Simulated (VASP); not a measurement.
Set up this calculation in VASP 6.6.1, as the native input.

```yaml
Task: single point
Functional: PBEsol
Potentials_or_basis: VASP PAW PBE potentials, release 64 (W_sv, Se)
Cutoff: 520 eV
k_mesh: 12 × 12 × 1
Occupations: gaussian, width 0.02 eV
Spin: no spin polarisation
Dipole_correction: no
Further_INCAR_settings: ALGO = Normal; EDIFF = 1e-07; NBANDS = 49
```

The structure of WSe2 lies in POSCAR:

```
WSe2
1.0
    3.2709028621      0.0000000000      0.0000000000
   -1.6354514310      2.8326849719      0.0000000000
    0.0000000000      0.0000000000     29.1847499586
W Se
3 6
Direct
    0.6666666667      0.3333333333      0.0000000000
    0.3333333333      0.6666666667      0.7734641533
    0.3333333333      0.6666666667      0.2265358467
    0.3333333333      0.6666666667      0.0573689714
    0.6666666667      0.3333333333      0.8308403010
    0.6666666667      0.3333333333      0.2838341640
    0.3333333333      0.6666666667      0.9426310286
    0.6666666667      0.3333333333      0.7161658360
    0.6666666667      0.3333333333      0.1691596990
```

The input as run:

INCAR

```
SYSTEM = WSe2
PREC = Accurate ; ENCUT = 520
EDIFF = 1E-7 ; ISMEAR = 0
SIGMA = 0.02 ; LREAL = .False.
LASPH = .True. ; NELM = 60
ALGO = Normal ; ISIF = 2
LWAVE = .False. ; LCHARG = .False.
GGA = PS ; NBANDS = 49
```

KPOINTS

```
regular mesh
0
Gamma
  12 12 1
  0 0 0
```

Potentials or basis: VASP PAW PBE potentials, release 64 (W_sv, Se).

Command:

```bash
$ cat potpaw_PBE.64/W_sv/POTCAR potpaw_PBE.64/Se/POTCAR > POTCAR
$ mpirun -np 1 vasp_std > vasp.out
```

It gave:

```
Largest force          : 0.062 eV/Å
Band gap on the k mesh : 1.24 eV, indirect (least direct gap 1.62 eV)
```

Caveat: the PAW data sets were made with another functional, which shifts forces and pressure a little; spin-orbit coupling is left out, which moves the levels of the heavy elements.

Wall time 6.8 min on 1 thread of AMD EPYC 7R13 Processor (Zen 3) (shared host), peak memory 0.43 GiB.
